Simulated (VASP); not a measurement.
# Bi (Fd-3m) in VASP: further runs

Runs on Bi. Level: PBEsol. Tasks: single point.

Program: VASP 6.6.1. These are calculated values, not measurements. Logs are shortened: lines on timing, memory, paths and dates and some standing lists are left out, and cuts for length are marked.

### 1 The cell of the first run

The structure is cubic, space group Fd-3m (No. 227). Conventional cell: a = 7.171 Å, b = 7.171 Å, c = 7.171 Å, α = 90.00°, β = 90.00°, γ = 90.00°. Bi (site symmetry -43m) has 4 Bi at 3.11 Å within 4.1 Å.

This isn't the form of Bi at room conditions, which is rhombohedral.

### 2 Single point, PBEsol

INCAR

```
SYSTEM = Bi
PREC     = Accurate       ! precision mode
ENCUT    = 520            ! plane-wave cutoff, eV
EDIFF    = 1E-7           ! SCF threshold, eV
ISMEAR   = -1             ! smearing method
SIGMA    = 0.1            ! smearing width, eV
LREAL    = .FALSE.        ! projectors in reciprocal space
LASPH    = .TRUE.         ! aspherical terms in the spheres
NELM     = 60             ! most SCF steps
ALGO     = Normal         ! electronic algorithm
ISIF     = 2              ! what is computed and relaxed
LWAVE    = .FALSE.        ! write WAVECAR
LCHARG   = .TRUE.         ! write CHGCAR
GGA      = PS             ! functional
LELF     = .TRUE.         ! ELF
LVHAR    = .TRUE.       
NBANDS   = 22             ! bands
```

KPOINTS

```
regular mesh
0
G
  8 8 8
  0 0 0
```

POSCAR

```
Bi
1.0
    0.0000000000      3.5857489667      3.5857489667
    3.5857489667      0.0000000000      3.5857489667
    3.5857489667      3.5857489667      0.0000000000
Bi
2
Direct
    0.1250000000      0.1250000000      0.1250000000
    0.8750000000      0.8750000000      0.8750000000
```

Potentials or basis: VASP PAW PBE potentials, release 64 (Bi_d).

Started as:

```
cat potpaw_PBE.64/Bi_d/POTCAR > POTCAR
mpirun -np 1 vasp_std > vasp.out
```

OUTCAR:

```text
SYSTEM = Bi
   PREC = Accurate
   ENCUT = 520
   EDIFF = 1E-7
   ISMEAR = -1
   LREAL = .FALSE.
   LASPH = .TRUE.
   NELM = 60
   ISIF = 2
   GGA = PS

 ion  position               nearest neighbor table
   1  0.125  0.125  0.125-   2 3.11   2 3.11   2 3.11   2 3.11
   2  0.875  0.875  0.875-   1 3.11   1 3.11   1 3.11   1 3.11

  LATTYP: Found a face centered cubic cell.
 ALAT       =     7.1714979334

  Lattice vectors:

 A1 = (   0.0000000000,   3.5857489667,   3.5857489667)
 A2 = (   3.5857489667,   0.0000000000,   3.5857489667)
 A3 = (   3.5857489667,   3.5857489667,   0.0000000000)

Analysis of symmetry for initial positions (statically):
=====================================================================
 Subroutine PRICEL returns:
 Original cell was already a primitive cell.

 Routine SETGRP: Setting up the symmetry group for a
 face centered cubic supercell.

 Subroutine GETGRP returns: Found 48 space group operations
 (whereof 12 operations were pure point group operations)
 out of a pool of 48 trial point group operations.

The static configuration has the point symmetry D_3d.
 The point group associated with its full space group is O_h .

Analysis of symmetry for dynamics (positions and initial velocities):
=====================================================================
 Subroutine PRICEL returns:
 Original cell was already a primitive cell.

 Routine SETGRP: Setting up the symmetry group for a
 face centered cubic supercell.

 Subroutine GETGRP returns: Found 48 space group operations
 (whereof 12 operations were pure point group operations)
 out of a pool of 48 trial point group operations.

The dynamic configuration has the point symmetry D_3d.
 The point group associated with its full space group is O_h .

 Subroutine INISYM returns: Found 48 space group operations
 (whereof 12 operations are pure point group operations),
 and found     1 'primitive' translations

----------------------------------------------------------------------------------------

                                     Primitive cell

  volume of cell :      92.2082

  direct lattice vectors                    reciprocal lattice vectors
     0.000000000  3.585748967  3.585748967    -0.139440882  0.139440882  0.139440882
     3.585748967  0.000000000  3.585748967     0.139440882 -0.139440882  0.139440882
     3.585748967  3.585748967  0.000000000     0.139440882  0.139440882 -0.139440882

  length of vectors
     5.071014820  5.071014820  5.071014820     0.241518693  0.241518693  0.241518693

  position of ions in fractional coordinates (direct lattice)
     0.125000000  0.125000000  0.125000000
     0.875000000  0.875000000  0.875000000

  ion indices of the primitive-cell ions
   primitive index   ion index
                 1           1
                 2           2

----------------------------------------------------------------------------------------

 KPOINTS: regular mesh

Automatic generation of k-mesh.
 Grid dimensions read from file:
 generate k-points for:    8    8    8

 Generating k-lattice:

  Cartesian coordinates                     Fractional coordinates (reciprocal lattice)
    -0.017430110  0.017430110  0.017430110     0.125000000  0.000000000  0.000000000
     0.017430110 -0.017430110  0.017430110     0.000000000  0.125000000  0.000000000
     0.017430110  0.017430110 -0.017430110     0.000000000  0.000000000  0.125000000

  Length of vectors
     0.030189837  0.030189837  0.030189837

  Shift w.r.t. Gamma in fractional coordinates (k-lattice)
     0.000000000  0.000000000  0.000000000

 Subroutine IBZKPT returns following result:
 ===========================================

 Found     29 irreducible k-points:

 Following reciprocal coordinates:
            Coordinates               Weight
  0.000000  0.000000  0.000000      1.000000
  0.125000  0.000000  0.000000      8.000000
  0.250000  0.000000  0.000000      8.000000
  0.375000  0.000000  0.000000      8.000000
  0.500000  0.000000  0.000000      4.000000
  0.125000  0.125000  0.000000      6.000000
[... 16 lines left out ...]
  0.500000  0.250000  0.125000     48.000000
 -0.375000  0.250000  0.125000     24.000000
 [... further k-points ...]
   k-points           NKPTS =     29   k-points in BZ     NKDIM =     29   number of bands    NBANDS=     22
   number of dos      NEDOS =    301   number of ions     NIONS =      2
   total plane-waves  NPLWV =  64000
   dimension x,y,z NGX =    40 NGY =   40 NGZ =   40
   dimension x,y,z NGXF=    80 NGYF=   80 NGZF=   80
   ions per type =               2
   NGX,Y,Z   is equivalent  to a cutoff of  13.11, 13.11, 13.11 a.u.
   NGXF,Y,Z  is equivalent  to a cutoff of  26.23, 26.23, 26.23 a.u.
 SYSTEM =  Bi
   PREC   = accura    normal or accurate (medium, high low for compatibility)
   ISTART =      0    job   : 0-new  1-cont  2-samecut
   ICHARG =      2    charge: 1-file 2-atom 10-const
   ISPIN  =      1    spin polarized calculation?
   LNONCOLLINEAR =      F non collinear calculations
   LSORBIT =      F    spin-orbit coupling
   LASPH  =      T    aspherical Exc in radial PAW
   ENCUT  =  520.0 eV  38.22 Ry    6.18 a.u.   9.43  9.43  9.43*2*pi/ulx,y,z
   NELM   =     60;   NELMIN=  2; NELMDL= -5     # of ELM steps
   EDIFF  = 0.1E-06   stopping-criterion for ELM
   LREAL  =      F    real-space projection
   EDIFFG = 0.1E-05   stopping-criterion for IOM
   NSW    =      0    number of steps for IOM
   IBRION =     -1    ionic relax: 0-MD 1-quasi-New 2-CG
   NFREE  =      0    steps in history (QN), initial steepest desc. (CG)
   ISIF   =      2    stress and relaxation
   ISYM   =      2    0-nonsym 1-usesym 2-fastsym
   POTIM  = 0.5000    time-step for ionic-motion
   TEBEG  =    0.0;   TEEND  =   0.0 temperature during run
   PSTRESS=    0.0 pullay stress
   NELECT =      30.0000    total number of electrons
   NUPDOWN=      -1.0000    fix difference up-down
   EMIN   =  10.00;   EMAX   =-10.00  energy-range for DOS
   EFERMI =   0.00;   METHOD = LEGACY
   ISMEAR =    -1;   SIGMA  =   0.10  broadening in eV -4-tet -1-fermi 0-gaus
   EFERMI_NEDOS =   21; number of points for ismear=-14 and -15
   IALGO  =     38    algorithm
   IMIX   =      4    mixing-type and parameters
     AMIX     =   0.40;   BMIX     =  1.00
     AMIX_MAG =   1.60;   BMIX_MAG =  1.00
  volume/ion in A,a.u.               =      46.10       311.13
  Fermi-wavevector in a.u.,A,eV,Ry     =   1.125966  2.127768 17.249466  1.267800
  Thomas-Fermi vector in A             =   2.262646
   LORBIT       =      0    0 simple, 1 ext, 2 COOP (PROOUT), +10 PAW based schemes
   GGA     = PS    functional components
   LHFCALC =     F    Hartree Fock is set to
   AEXX    =    0.0000 exact exchange contribution
   IVDW    =     0    specifies the selected vdW correction
   LEPSILON=     F    determine dielectric tensor
   LRPA    =     F    only Hartree local field effects (RPA)
 non-spin polarized calculation
  energy-cutoff  :      520.00
  volume of cell :       92.21
 maximum number of plane-waves:      2509
 NGX is ok and might be reduce to    40
   NGX = 19   NGY = 19   NGZ = 19

 number of electron      30.0000004 magnetization

 Free energy of the ion-electron system (eV)
  ---------------------------------------------------
  ext. energy  EPLUGINS =         0.00000000
  ---------------------------------------------------
  free energy    TOTEN  =        -8.07158525 eV

  energy without entropy =       -8.02971063  energy(sigma->0) =       -8.05064794

 E-fermi :   3.7578     XC(G=0):  -8.2600

 val. band max:        3.6503349723   @ k =  -0.3750   0.3750   0.1250
 cond. band min:       3.8100539542   @ k =  -0.3750   0.5000   0.1250
 fundamental gap:      0.1597189819
 Fermi energy:         3.7577636096

 k-point     1 :       0.0000    0.0000    0.0000
  band No.  band energies     occupation
      1     -18.9799      2.00000
      2     -18.9799      2.00000
      3     -18.9799      2.00000
      4     -18.9337      2.00000
      5     -18.9337      2.00000
      6     -18.7479      2.00000
[... 14 lines left out ...]
     21      10.7815      0.00000
     22      11.1097      0.00000

 k-point     2 :       0.1250    0.0000    0.0000
  band No.  band energies     occupation
      1     -18.9858      2.00000
      2     -18.9858      2.00000
      3     -18.9772      2.00000
      4     -18.9255      2.00000
      5     -18.9255      2.00000
      6     -18.7605      2.00000
[... 14 lines left out ...]
     21      10.1243      0.00000
     22      10.6813      0.00000

 k-point     3 :       0.2500    0.0000    0.0000
  band No.  band energies     occupation
      1     -18.9949      2.00000
      2     -18.9949      2.00000
      3     -18.9703      2.00000
      4     -18.9109      2.00000
      5     -18.9109      2.00000
      6     -18.7754      2.00000
[... 14 lines left out ...]
     21       9.8834      0.00000
     22      10.5860      0.00000

 k-point     4 :       0.3750    0.0000    0.0000
  band No.  band energies     occupation
      1     -19.0009      2.00000
      2     -19.0009      2.00000
      3     -18.9629      2.00000
      4     -18.9001      2.00000
      5     -18.9001      2.00000
      6     -18.7851      2.00000
[... 14 lines left out ...]
     21      10.2927      0.00000
     22      10.9077      0.00000

 k-point     5 :       0.5000    0.0000    0.0000
  band No.  band energies     occupation
      1     -19.0028      2.00000
      2     -19.0028      2.00000
      3     -18.9597      2.00000
      4     -18.8964      2.00000
      5     -18.8964      2.00000
      6     -18.7883      2.00000
[... 14 lines left out ...]
     21      10.8490      0.00000
     22      10.8490      0.00000

 k-point     6 :       0.1250    0.1250    0.0000
  band No.  band energies     occupation
      1     -18.9855      2.00000
      2     -18.9855      2.00000
      3     -18.9814      2.00000
      4     -18.9266      2.00000
      5     -18.9171      2.00000
      6     -18.7758      2.00000
[... 14 lines left out ...]
     21      10.9214      0.00000
     22      11.4351      0.00000

 k-point     7 :       0.2500    0.1250    0.0000
  band No.  band energies     occupation
      1     -18.9967      2.00000
      2     -18.9931      2.00000
      3     -18.9729      2.00000
      4     -18.9150      2.00000
      5     -18.9006      2.00000
      6     -18.7942      2.00000
[... 324 lines left out ...]
      6     -18.8372      2.00000
[... 14 lines left out ...]
     21      11.1834      0.00000
     22      12.9423      0.00000

 k-point    21 :       0.5000    0.5000    0.0000
  band No.  band energies     occupation
      1     -19.0135      2.00000
      2     -19.0135      2.00000
      3     -18.9166      2.00000
      4     -18.9166      2.00000
      5     -18.8402      2.00000
      6     -18.8402      2.00000
[... 14 lines left out ...]
     21      12.4510      0.00000
     22      12.4510      0.00000

 k-point    22 :       0.3750    0.2500    0.1250
  band No.  band energies     occupation
      1     -19.0043      2.00000
      2     -19.0034      2.00000
      3     -18.9596      2.00000
      4     -18.9036      2.00000
      5     -18.8829      2.00000
      6     -18.8134      2.00000
[... 14 lines left out ...]
     21      10.6482      0.00000
     22      12.2818      0.00000

 k-point    23 :       0.5000    0.2500    0.1250
  band No.  band energies     occupation
      1     -19.0158      2.00000
      2     -19.0087      2.00000
      3     -18.9392      2.00000
      4     -18.8900      2.00000
      5     -18.8709      2.00000
      6     -18.8235      2.00000
[... 14 lines left out ...]
     21      10.8967      0.00000
     22      11.6179      0.00000

 k-point    24 :      -0.3750    0.2500    0.1250
  band No.  band energies     occupation
      1     -19.0204      2.00000
      2     -19.0104      2.00000
      3     -18.9293      2.00000
      4     -18.8801      2.00000
      5     -18.8711      2.00000
      6     -18.8214      2.00000
[... 14 lines left out ...]
     21      10.9585      0.00000
     22      11.2720      0.00000

 [... further k-points ...]

------------------------ aborting loop because EDIFF is reached ----------------------------------------

  FORCE on cell =-STRESS in cart. coord.  units (eV):
  Direction    XX          YY          ZZ          XY          YZ          ZX
  --------------------------------------------------------------------------------------
  -------------------------------------------------------------------------------------
  Total       -0.0373530     -0.0373530     -0.0373530      0.0000000      0.0000000      0.0000000
  in kB       -0.6490323     -0.6490323     -0.6490323      0.0000000      0.0000000      0.0000000
  external PRESSURE =      -0.6490323 kB  Pullay stress =       0.0000000 kB

 VOLUME and BASIS-vectors are now :
 -----------------------------------------------------------------------------
  energy-cutoff  :      520.00
  volume of cell :       92.21
      direct lattice vectors                 reciprocal lattice vectors
     0.000000000  3.585748967  3.585748967    -0.139440882  0.139440882  0.139440882
     3.585748967  0.000000000  3.585748967     0.139440882 -0.139440882  0.139440882
     3.585748967  3.585748967  0.000000000     0.139440882  0.139440882 -0.139440882

 POSITION                                       TOTAL-FORCE (eV/Angst)
 -----------------------------------------------------------------------------------
      0.89644      0.89644      0.89644         0.000000      0.000000      0.000000
      6.27506      6.27506      6.27506        -0.000000     -0.000000     -0.000000
 -----------------------------------------------------------------------------------
    total drift:                                0.000000      0.000000     -0.000000

  FREE ENERGIE OF THE ION-ELECTRON SYSTEM (eV)
  ---------------------------------------------------
  free  energy   TOTEN  =        -8.0715852467 eV

  energy  without entropy=       -8.0297106292  energy(sigma->0) =       -8.05064794
```

Run time: 2.2 min. Hardware: 1 thread of Intel Xeon 8259CL, shared host; peak memory 0.25 GiB.

Results:

```
Free energy            : -8.0716 eV
Pressure               : -0.1 GPa
Band gap on the k mesh : zero (bands 15 and 16 overlap by 1.09 eV)
```

Caveat: the PAW data sets were made with another functional, which shifts forces and pressure a little; spin-orbit coupling is left out, which moves the levels of the heavy elements.

### 3 Single point, PBEsol (40.57 Å³/atom)

This run uses another cell than the first one, of 40.57 Å³/atom.

INCAR

```
PREC = Accurate ; ENCUT = 520
EDIFF = 1E-6 ; ISMEAR = -1
SIGMA = 0.1 ; LREAL = F
LASPH = T ; NELM = 60
ALGO = Normal ; ISIF = 2
LWAVE = F ; LCHARG = T
GGA = PS ; LELF = T
LVHAR = T ; NBANDS = 22
```

KPOINTS

```
regular mesh
0
Gamma
  9 9 9
```

POSCAR

```
Bi
1.0
    0.0000000000      3.4361657603      3.4361657603
    3.4361657603      0.0000000000      3.4361657603
    3.4361657603      3.4361657603      0.0000000000
Bi
2
Direct
    0.1250000000      0.1250000000      0.1250000000
    0.8750000000      0.8750000000      0.8750000000
```

Potentials or basis: VASP PAW PBE potentials, release 64 (Bi_d).

Started as:

```
cat potpaw_PBE.64/Bi_d/POTCAR > POTCAR
mpirun -np 1 vasp_std > vasp.out
```

Wall time 86 s (1 thread of Intel Xeon 8259CL, shared host); peak memory 0.22 GiB.

Results (log left out):

```yaml
Free_energy: -7.9102 eV
Pressure: 5.4 GPa
Band_gap_on_the_k_mesh: zero (bands 15 and 16 overlap by 0.93 eV)
```

Levels at points of the mesh, in eV from the Fermi level:
```csv
k point,band 11,band 12,band 13,band 14,band 15,band 16,band 17,band 18,band 19,band 20
"(0.00, 0.00, 0.00)",-13.34,-7.16,-1.42,-1.42,-1.42,0.91,0.91,0.91,3.20,7.29
```

Caveat: the cell stands under pressure; the PAW data sets were made with another functional, which shifts forces and pressure a little; spin-orbit coupling is left out, which moves the levels of the heavy elements.

### 4 Single point, PBEsol (42.42 Å³/atom)

This run uses another cell than the first one, of 42.42 Å³/atom.

INCAR

```
PREC = Accurate
ENCUT = 520
EDIFF = 1E-7
ISMEAR = -1
SIGMA = 0.1
LREAL = False
LASPH = True
NELM = 80
ALGO = Normal
ISIF = 2
LWAVE = False
LCHARG = False
GGA = PS
NBANDS = 22
```

KPOINTS is that of step 3.

POSCAR

```
Bi
1.0
    0.0000000000      3.4874593786      3.4874593786
    3.4874593786      0.0000000000      3.4874593786
    3.4874593786      3.4874593786      0.0000000000
Bi
2
Direct
    0.1250000000      0.1250000000      0.1250000000
    0.8750000000      0.8750000000      0.8750000000
```

Started as:

```
cat potpaw_PBE.64/Bi_d/POTCAR > POTCAR
mpirun -np 1 vasp_std > vasp.out
```

Wall time 1.8 min (1 thread of Intel Xeon 8259CL, shared host); peak memory 0.25 GiB.

The run converged. Its results:

```yaml
Free_energy: -8.0088 eV
Pressure: 3.1 GPa
Band_gap_on_the_k_mesh: zero (bands 15 and 16 overlap by 0.83 eV)
```

Levels at points of the mesh, in eV from the Fermi level:
| k point | band 12 | band 13 | band 14 | band 15 | band 16 | band 17 | band 18 | band 19 |
| --- | --- | --- | --- | --- | --- | --- | --- | --- |
| (0.00, 0.00, 0.00) | -7.34 | -1.37 | -1.37 | -1.37 | 0.92 | 0.92 | 0.92 | 3.21 |

Caveat: the cell stands under pressure; the PAW data sets were made with another functional, which shifts forces and pressure a little; spin-orbit coupling is left out, which moves the levels of the heavy elements.

### 5 The runs side by side

```tsv
cell	k mesh	gap on the mesh (eV)	pressure (GPa)
a = 5.071 Å, angles 60.0°, 2 atoms	8 × 8 × 8	none	-0.1
a = 4.859 Å, angles 60.0°, 2 atoms	9 × 9 × 9	none	5.4
a = 4.932 Å, angles 60.0°, 2 atoms	9 × 9 × 9	none	3.1
```

Alike in all rows: task single point; level PBEsol; potentials or basis VASP PAW PBE potentials, release 64 (Bi_d); no spin polarisation; cutoff (eV) 520; smearing fermi-dirac 0.1 eV.

Caveats: the PAW data sets were made with another functional, which shifts forces and pressure a little; spin-orbit coupling is left out, which moves the levels of the heavy elements; the cell stands under pressure (at least some runs).

Total energies depend on the potentials used, so only differences within one code and one set of settings carry meaning.

The gap in the log of VASP goes by the Fermi energy; the results here count the filled bands.